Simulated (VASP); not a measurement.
# Mg (Pm-3n) in VASP: a series of runs

The runs below take Mg through single point, relaxation of cell and atoms, with PBE.

Program: VASP 6.6.1. These are calculated values, not measurements. Logs are shortened: lines on timing, memory, paths and dates and some standing lists are left out, and cuts for length are marked.

### Step 1. The cell of the first run

It takes space group Pm-3n (No. 223, cubic). The conventional cell has a = 5.725 Å, b = 5.725 Å, c = 5.725 Å, α = 90.00°, β = 90.00°, γ = 90.00°. Mg (site symmetry m-3) has 12 Mg at 3.20 Å within 4.2 Å. Mg (site symmetry -4m2) has 14 Mg at 2.86 to 3.51 Å within 3.8 Å.

### Step 2. Single point, PBE

INCAR reads:

```
PREC = Accurate ; ENCUT = 520
EDIFF = 1E-7 ; ISMEAR = -1
SIGMA = 0.1 ; LREAL = F
LASPH = T ; NELM = 100
ALGO = Normal ; ISIF = 2
LWAVE = F ; LCHARG = T
GGA = PE ; LELF = T
LVHAR = T ; NBANDS = 18
```

KPOINTS reads:

```
regular mesh
0
Gamma
  5 5 5
```

POSCAR reads:

```
Mg
1.0
    5.7248203405      0.0000000000      0.0000000000
    0.0000000000      5.7248203405      0.0000000000
    0.0000000000      0.0000000000      5.7248203405
Mg
8
Direct
    1.0000000000      0.0000000000      0.0000000000
    0.5000000000      0.5000000000      0.5000000000
    0.2500000000      1.0000000000      0.5000000000
    0.7500000000      1.0000000000      0.5000000000
    0.5000000000      0.2500000000      1.0000000000
    0.5000000000      0.7500000000      0.0000000000
    0.0000000000      0.5000000000      0.2500000000
    0.0000000000      0.5000000000      0.7500000000
```

Potentials or basis: VASP PAW PBE potentials, release 64 (Mg).

On the command line:

```bash
> cat potpaw_PBE.64/Mg/POTCAR > POTCAR
> mpirun -np 1 vasp_std > vasp.out
```

OUTCAR:

```text
PREC = Accurate
   ENCUT = 520
   EDIFF = 1E-7
   ISMEAR = -1
   LREAL = F
   LASPH = T
   NELM = 100
   ISIF = 2
   GGA = PE

 ion  position               nearest neighbor table
   1  0.000  0.000  0.000-   3 3.20   4 3.20   5 3.20   6 3.20   7 3.20   8 3.20   3 3.20   4 3.20
                             7 3.20   8 3.20   5 3.20   6 3.20
   2  0.500  0.500  0.500-   3 3.20   4 3.20   5 3.20   6 3.20   7 3.20   8 3.20   5 3.20   6 3.20
                             3 3.20   4 3.20   7 3.20   8 3.20
   3  0.250  0.000  0.500-   4 2.86   4 2.86   1 3.20   1 3.20   2 3.20   2 3.20   8 3.51   7 3.51
                             8 3.51   7 3.51   6 3.51   5 3.51   5 3.51   6 3.51
   4  0.750  0.000  0.500-   3 2.86   3 2.86   1 3.20   1 3.20   2 3.20   2 3.20   8 3.51   7 3.51
                             8 3.51   7 3.51   6 3.51   5 3.51   5 3.51   6 3.51
   5  0.500  0.250  0.000-   6 2.86   6 2.86   1 3.20   2 3.20   2 3.20   1 3.20   8 3.51   7 3.51
                             7 3.51   8 3.51   3 3.51   4 3.51   3 3.51   4 3.51
   6  0.500  0.750  0.000-   5 2.86   5 2.86   1 3.20   2 3.20   2 3.20   1 3.20   8 3.51   7 3.51
                             7 3.51   8 3.51   3 3.51   4 3.51   3 3.51   4 3.51
   7  0.000  0.500  0.250-   8 2.86   8 2.86   1 3.20   2 3.20   1 3.20   2 3.20   3 3.51   4 3.51
                             5 3.51   3 3.51   4 3.51   6 3.51   5 3.51   6 3.51
   8  0.000  0.500  0.750-   7 2.86   7 2.86   1 3.20   2 3.20   1 3.20   2 3.20   3 3.51   4 3.51
                             5 3.51   3 3.51   4 3.51   6 3.51   5 3.51   6 3.51

  LATTYP: Found a simple cubic cell.
 ALAT       =     5.7248203405

  Lattice vectors:

 A1 = (   5.7248203405,   0.0000000000,   0.0000000000)
 A2 = (   0.0000000000,   5.7248203405,   0.0000000000)
 A3 = (   0.0000000000,   0.0000000000,   5.7248203405)

Analysis of symmetry for initial positions (statically):
=====================================================================
 Subroutine PRICEL returns:
 Original cell was already a primitive cell.

 Routine SETGRP: Setting up the symmetry group for a
 simple cubic supercell.

 Subroutine GETGRP returns: Found 48 space group operations
 (whereof 24 operations were pure point group operations)
 out of a pool of 48 trial point group operations.

The static configuration has the point symmetry T_h .
 The point group associated with its full space group is O_h .

Analysis of symmetry for dynamics (positions and initial velocities):
=====================================================================
 Subroutine PRICEL returns:
 Original cell was already a primitive cell.

 Routine SETGRP: Setting up the symmetry group for a
 simple cubic supercell.

 Subroutine GETGRP returns: Found 48 space group operations
 (whereof 24 operations were pure point group operations)
 out of a pool of 48 trial point group operations.

The dynamic configuration has the point symmetry T_h .
 The point group associated with its full space group is O_h .

 Subroutine INISYM returns: Found 48 space group operations
 (whereof 24 operations are pure point group operations),
 and found     1 'primitive' translations

----------------------------------------------------------------------------------------

                                     Primitive cell

  volume of cell :     187.6228

  direct lattice vectors                    reciprocal lattice vectors
     5.724820340  0.000000000  0.000000000     0.174677971  0.000000000  0.000000000
     0.000000000  5.724820340  0.000000000     0.000000000  0.174677971  0.000000000
     0.000000000  0.000000000  5.724820340     0.000000000  0.000000000  0.174677971

  length of vectors
     5.724820340  5.724820340  5.724820340     0.174677971  0.174677971  0.174677971

  position of ions in fractional coordinates (direct lattice)
     0.000000000  0.000000000  0.000000000
     0.500000000  0.500000000  0.500000000
     0.250000000  0.000000000  0.500000000
     0.750000000  0.000000000  0.500000000
     0.500000000  0.250000000  0.000000000
     0.500000000  0.750000000  0.000000000
     0.000000000  0.500000000  0.250000000
     0.000000000  0.500000000  0.750000000

  ion indices of the primitive-cell ions
   primitive index   ion index
                 1           1
                 2           2
                 3           3
                 4           4
                 5           5
                 6           6
                 7           7
                 8           8

----------------------------------------------------------------------------------------

 KPOINTS: regular mesh

Automatic generation of k-mesh.
 Grid dimensions read from file:
 generate k-points for:    5    5    5

 Generating k-lattice:

  Cartesian coordinates                     Fractional coordinates (reciprocal lattice)
     0.034935594  0.000000000  0.000000000     0.200000000  0.000000000  0.000000000
     0.000000000  0.034935594  0.000000000     0.000000000  0.200000000  0.000000000
     0.000000000  0.000000000  0.034935594     0.000000000  0.000000000  0.200000000

  Length of vectors
     0.034935594  0.034935594  0.034935594

  Shift w.r.t. Gamma in fractional coordinates (k-lattice)
     0.000000000  0.000000000  0.000000000

 Subroutine IBZKPT returns following result:
 ===========================================

 Found     10 irreducible k-points:

 Following reciprocal coordinates:
            Coordinates               Weight
  0.000000  0.000000  0.000000      1.000000
  0.200000  0.000000  0.000000      6.000000
  0.400000  0.000000  0.000000      6.000000
  0.200000  0.200000  0.000000     12.000000
  0.400000  0.200000  0.000000     24.000000
  0.400000  0.400000  0.000000     12.000000
  0.200000  0.200000  0.200000      8.000000
  0.400000  0.200000  0.200000     24.000000
  0.400000  0.400000  0.200000     24.000000
  0.400000  0.400000  0.400000      8.000000
   k-points           NKPTS =     10   k-points in BZ     NKDIM =     10   number of bands    NBANDS=     18
   number of dos      NEDOS =    301   number of ions     NIONS =      8
   total plane-waves  NPLWV = 110592
   dimension x,y,z NGX =    48 NGY =   48 NGZ =   48
   dimension x,y,z NGXF=    96 NGYF=   96 NGZF=   96
   ions per type =               8
   NGX,Y,Z   is equivalent  to a cutoff of  13.94, 13.94, 13.94 a.u.
   NGXF,Y,Z  is equivalent  to a cutoff of  27.88, 27.88, 27.88 a.u.
 SYSTEM =  unknown system
   PREC   = accura    normal or accurate (medium, high low for compatibility)
   ISTART =      0    job   : 0-new  1-cont  2-samecut
   ICHARG =      2    charge: 1-file 2-atom 10-const
   ISPIN  =      1    spin polarized calculation?
   LNONCOLLINEAR =      F non collinear calculations
   LSORBIT =      F    spin-orbit coupling
   LASPH  =      T    aspherical Exc in radial PAW
   ENCUT  =  520.0 eV  38.22 Ry    6.18 a.u.  10.64 10.64 10.64*2*pi/ulx,y,z
   NELM   =    100;   NELMIN=  2; NELMDL= -5     # of ELM steps
   EDIFF  = 0.1E-06   stopping-criterion for ELM
   LREAL  =      F    real-space projection
   EDIFFG = 0.1E-05   stopping-criterion for IOM
   NSW    =      0    number of steps for IOM
   IBRION =     -1    ionic relax: 0-MD 1-quasi-New 2-CG
   NFREE  =      0    steps in history (QN), initial steepest desc. (CG)
   ISIF   =      2    stress and relaxation
   ISYM   =      2    0-nonsym 1-usesym 2-fastsym
   POTIM  = 0.5000    time-step for ionic-motion
   TEBEG  =    0.0;   TEEND  =   0.0 temperature during run
   PSTRESS=    0.0 pullay stress
   NELECT =      16.0000    total number of electrons
   NUPDOWN=      -1.0000    fix difference up-down
   EMIN   =  10.00;   EMAX   =-10.00  energy-range for DOS
   EFERMI =   0.00;   METHOD = LEGACY
   ISMEAR =    -1;   SIGMA  =   0.10  broadening in eV -4-tet -1-fermi 0-gaus
   EFERMI_NEDOS =   21; number of points for ismear=-14 and -15
   IALGO  =     38    algorithm
   IMIX   =      4    mixing-type and parameters
     AMIX     =   0.40;   BMIX     =  1.00
     AMIX_MAG =   1.60;   BMIX_MAG =  1.00
  volume/ion in A,a.u.               =      23.45       158.27
  Fermi-wavevector in a.u.,A,eV,Ry     =   0.720587  1.361712  7.064762  0.519245
  Thomas-Fermi vector in A             =   1.810077
   LORBIT       =      0    0 simple, 1 ext, 2 COOP (PROOUT), +10 PAW based schemes
   GGA     = PE    functional components
   LHFCALC =     F    Hartree Fock is set to
   AEXX    =    0.0000 exact exchange contribution
   IVDW    =     0    specifies the selected vdW correction
   LEPSILON=     F    determine dielectric tensor
   LRPA    =     F    only Hartree local field effects (RPA)
 non-spin polarized calculation
  energy-cutoff  :      520.00
  volume of cell :      187.62
 maximum number of plane-waves:      5057
 NGX is ok and might be reduce to    48
   NGX = 21   NGY = 21   NGZ = 21

 number of electron      16.0000000 magnetization

 Free energy of the ion-electron system (eV)
  ---------------------------------------------------
  ext. energy  EPLUGINS =         0.00000000
  ---------------------------------------------------
  free energy    TOTEN  =       -11.73232397 eV

  energy without entropy =      -11.62254347  energy(sigma->0) =      -11.67743372

 E-fermi :   2.5147     XC(G=0):  -8.4199

 val. band max:        2.5119424381   @ k =   0.2000   0.2000   0.2000
 cond. band min:       2.6102861359   @ k =   0.4000   0.2000   0.2000
 fundamental gap:      0.0983436979
 Fermi energy:         2.5147226131

 k-point     1 :       0.0000    0.0000    0.0000
  band No.  band energies     occupation
      1      -4.3183      2.00000
      2       0.1056      2.00000
      3       0.1056      2.00000
      4       0.1155      2.00000
      5       0.2393      2.00000
      6       0.2393      2.00000
[... 10 lines left out ...]
     17       5.1246      0.00000
     18       5.1246      0.00000
[... 169 lines left out ...]
 k-point    10 :       0.4000    0.4000    0.4000
  band No.  band energies     occupation
      1      -2.1332      2.00000
      2      -1.2418      2.00000
      3      -1.2418      2.00000
      4      -1.2294      2.00000
      5      -0.3579      2.00000
      6      -0.3579      2.00000
[... 10 lines left out ...]
     17       7.0416      0.00000
     18       7.4701      0.00000

------------------------ aborting loop because EDIFF is reached ----------------------------------------

  FORCE on cell =-STRESS in cart. coord.  units (eV):
  Direction    XX          YY          ZZ          XY          YZ          ZX
  --------------------------------------------------------------------------------------
  -------------------------------------------------------------------------------------
  Total       -0.1039454     -0.1039454     -0.1039454     -0.0000000     -0.0000000     -0.0000000
  in kB       -0.8876268     -0.8876268     -0.8876268     -0.0000000     -0.0000000     -0.0000000
  external PRESSURE =      -0.8876268 kB  Pullay stress =       0.0000000 kB

 VOLUME and BASIS-vectors are now :
 -----------------------------------------------------------------------------
  energy-cutoff  :      520.00
  volume of cell :      187.62
      direct lattice vectors                 reciprocal lattice vectors
     5.724820340  0.000000000  0.000000000     0.174677971  0.000000000  0.000000000
     0.000000000  5.724820340  0.000000000     0.000000000  0.174677971  0.000000000
     0.000000000  0.000000000  5.724820340     0.000000000  0.000000000  0.174677971

 POSITION                                       TOTAL-FORCE (eV/Angst)
 -----------------------------------------------------------------------------------
      0.00000      0.00000      0.00000         0.000000     -0.000000      0.000000
      2.86241      2.86241      2.86241         0.000000     -0.000000      0.000000
      1.43121      0.00000      2.86241        -0.000000      0.000000      0.000000
      4.29362      0.00000      2.86241         0.000000     -0.000000     -0.000000
      2.86241      1.43121      0.00000         0.000000     -0.000000      0.000000
      2.86241      4.29362      0.00000        -0.000000     -0.000000     -0.000000
      0.00000      2.86241      1.43121         0.000000     -0.000000      0.000000
      0.00000      2.86241      4.29362         0.000000      0.000000     -0.000000
 -----------------------------------------------------------------------------------
    total drift:                                0.000000      0.000000      0.000000

  FREE ENERGIE OF THE ION-ELECTRON SYSTEM (eV)
  ---------------------------------------------------
  free  energy   TOTEN  =       -11.7323239685 eV

  energy  without entropy=      -11.6225434714  energy(sigma->0) =      -11.67743372
```

It took 70 s on 1 thread of Intel Xeon 8259CL, shared host; peak memory 0.31 GiB.

What came out:

```
Free energy            : -11.7323 eV
Pressure               : -0.1 GPa
Band gap on the k mesh : zero (bands 8 and 9 overlap by 2.18 eV)
```

Levels at points of the mesh, in eV from the Fermi level:
```tsv
k point	band 4	band 5	band 6	band 7	band 8	band 9	band 10	band 11	band 12	band 13
(0.00, 0.00, 0.00)	-2.40	-2.28	-2.28	-2.28	1.47	1.47	1.53	1.53	1.53	2.07
```

### Step 3. Single point, PBE

INCAR reads:

```
SYSTEM = Mg
ALGO = Normal
EDIFF = 1E-6
ENCUT = 520
GGA = PE
ISIF = 2
ISMEAR = -1
LASPH = .True.
LCHARG = .False.
LREAL = .False.
LWAVE = .False.
NBANDS = 18
NELM = 100
PREC = Accurate
SIGMA = 0.1
```

KPOINTS reads:

```
k-points
0
Gamma
  6 6 6
  0 0 0
```

POSCAR is that of step 2.

Potentials or basis: VASP PAW PBE potentials, release 64 (Mg).

On the command line:

```bash
> cat potpaw_PBE.64/Mg/POTCAR > POTCAR
> mpirun -np 1 vasp_std > vasp.out
```

Wall time 1.7 min (1 thread of Intel Xeon 8259CL, shared host); peak memory 0.34 GiB.

It converged, with:

| Property | Result |
| --- | --- |
| Free energy | -11.7369 eV |
| Pressure | -0.1 GPa |
| Band gap on the k mesh | zero (bands 8 and 9 overlap by 2.55 eV) |

Levels at points of the mesh, in eV from the Fermi level:
```csv
k point,band 4,band 5,band 6,band 7,band 8,band 9,band 10,band 11,band 12,band 13
"(0.00, 0.00, 0.00)",-2.31,-2.19,-2.19,-2.19,1.56,1.56,1.62,1.62,1.62,2.16
"(0.50, 0.00, 0.00)",-1.36,-1.22,-1.22,-1.07,-1.07,-1.00,-1.00,2.62,2.62,2.87
"(0.50, 0.50, 0.00)",-4.47,-0.59,-0.24,-0.24,-0.10,-0.07,0.12,0.12,0.57,3.89
"(0.50, 0.50, 0.50)",-3.36,-3.36,-3.36,-3.34,-3.34,4.73,4.73,4.73,4.73,4.73
```

(Part 1 of 2 ends here.)

The gap in the log of VASP goes by the Fermi energy; the results here count the filled bands.